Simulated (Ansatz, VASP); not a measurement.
# MgO: VASP beside Ansatz

```
Mg O
1.0
     3.39922    0.00000    0.00000
    -1.69961    2.94381    0.00000
     0.00000    0.00000    4.17804
Mg O
2 2
Direct
  0.66667 0.33333 0.75000
  0.33333 0.66667 0.25000
  0.66667 0.33333 0.25000
  0.33333 0.66667 0.75000
```

Change from the starting cell: strain -0.025 along x and y, +0.000 along z, atoms carried along.

Alike in both runs: task single point; functional PBEsol; k mesh 9 × 9 × 6; occupations gaussian, width 0.05 eV; no spin polarisation.

|  | VASP | Ansatz |
| --- | --- | --- |
| version | VASP 6.6.1 | Ansatz 0.2.0 |
| potentials or method | VASP PAW PBE potentials, release 64 (Mg, O), cutoff 520 eV | scalar-relativistic, plane waves, PAW |
| valence electrons in the cell | 16 | 32 |

|  | VASP | Ansatz | Ansatz less VASP |
| --- | --- | --- | --- |
| gap on the k mesh at the Fermi level (eV) | 3.55 | 3.55 | +0.003 |
| least direct gap on the mesh (eV) | 3.55 | 3.55 | +0.003 |
| pressure (GPa) | 8.4 | 8.7 | +0.24 |
| traceless stress, the component that is largest in VASP (GPa) | -3.33 | -3.22 | +0.110 |

VASP's potentials were made for PBE, not for PBEsol. VASP's potentials hold 16 valence electrons a cell and Ansatz's 32, so a difference there can come from the potentials and not from the codes.
